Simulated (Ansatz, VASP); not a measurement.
One calculation of Y2MgC2, two programs

```
Y Mg C
1.0
     4.20352    0.00000    0.00000
    -2.10176    3.64036    0.00000
     0.00000    0.00000    5.37316
Y Mg C
2 1 2
Cartesian
  0.0000 2.4269 1.5173
  2.1018 1.2135 3.8558
  0.0000 0.0000 0.0000
  0.0000 2.4269 4.1986
  2.1018 1.2135 1.1745
```

Change from the starting cell: species swapped into the Nb2CS2 type (P-3m1, No. 164).

Alike in both runs: functional PBE; k mesh 6 × 6 × 2; occupations gaussian, width 0.1 eV; collinear spin.

Ansatz relaxed the structure, and its values are those at the end. VASP's run is a single point on that final structure, the one shown.

```csv
,VASP,Ansatz
version,VASP 6.6.1,Ansatz 0.2.0
potentials or method,"VASP PAW PBE potentials, release 64 (Y_sv, Mg, C), cutoff 520 eV","scalar-relativistic, plane waves, PAW"
valence electrons in the cell,32,40
```

VASP gave:

```
gap on the k mesh at the Fermi level (eV) : none
pressure (GPa)                            : 0.1
rms of the force components (eV/Å)        : 0.004
net moment per atom (μB)                  : 0.00
```

**Question.** Estimate Ansatz's values.

**Answer.** gap on the k mesh at the Fermi level (eV): none; pressure (GPa): 0.2; rms of the force components (eV/Å): 0.004; net moment per atom (μB): 0.00.

A gap of «none» marks a metal or a gap that the smearing closes. With one functional, cell and mesh, what is left measures potentials, basis and numerics. VASP's potentials hold 32 valence electrons a cell and Ansatz's 40, so a difference there can come from the potentials and not from the codes. Ansatz's warnings: seeded moment not kept.

The k mesh is coarse, so the values compare programs but aren't converged.
